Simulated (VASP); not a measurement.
Crystal: Mo.

```xyz
1
Lattice="-1.5838 1.5838 1.5838 1.5838 -1.5838 1.5838 1.5838 1.5838 -1.5838" Properties=species:S:1:pos:R:3 pbc="T T T"
Mo    0.0000    0.0000    0.0000
```

| Property | Result |
| --- | --- |
| Program | VASP 6.6.1 |
| Task | relaxation of cell and atoms |
| Functional | PBEsol |
| Potentials or basis | VASP PAW PBE potentials, release 64 (Mo_sv) |
| Cutoff | 600 eV |
| k mesh | 12 × 12 × 12 |
| Occupations | fermi-dirac, width 0.05 eV |
| Spin | no spin polarisation |

At the start: pressure -9.2 GPa; volume 15.89 Å³/atom.

Task: How do energy, volume and symmetry change on relaxing?

Result: Over 4 steps the energy falls by 16.3 meV/atom and the volume is 15.35 Å³/atom (-3.4 %); space group Im-3m (No. 229, to 0.1 Å) before and after.

Step by step:
```tsv
step	energy change (eV)	largest force (eV/Å)	pressure (GPa)	volume (Å³)
1	0.0000	0.0000	-9.23	15.89
2	0.1322	0.0000	35.36	13.88
3	-0.0163	0.0000	-0.39	15.37
4	-0.0163	0.0000	-0.07	15.35
```

Final structure:
```cif
data_structure
_symmetry_space_group_name_H-M 'P 1'
_symmetry_Int_Tables_number 1
_cell_length_a 2.7116
_cell_length_b 2.7116
_cell_length_c 2.7116
_cell_angle_alpha 109.471
_cell_angle_beta 109.471
_cell_angle_gamma 109.471
_cell_volume 15.35
loop_
_atom_site_label
_atom_site_type_symbol
_atom_site_fract_x
_atom_site_fract_y
_atom_site_fract_z
_atom_site_occupancy
Mo1 Mo 0.00000 0.00000 0.00000 1
```

Caveat: the PAW data sets were made with another functional, which shifts forces and pressure a little.
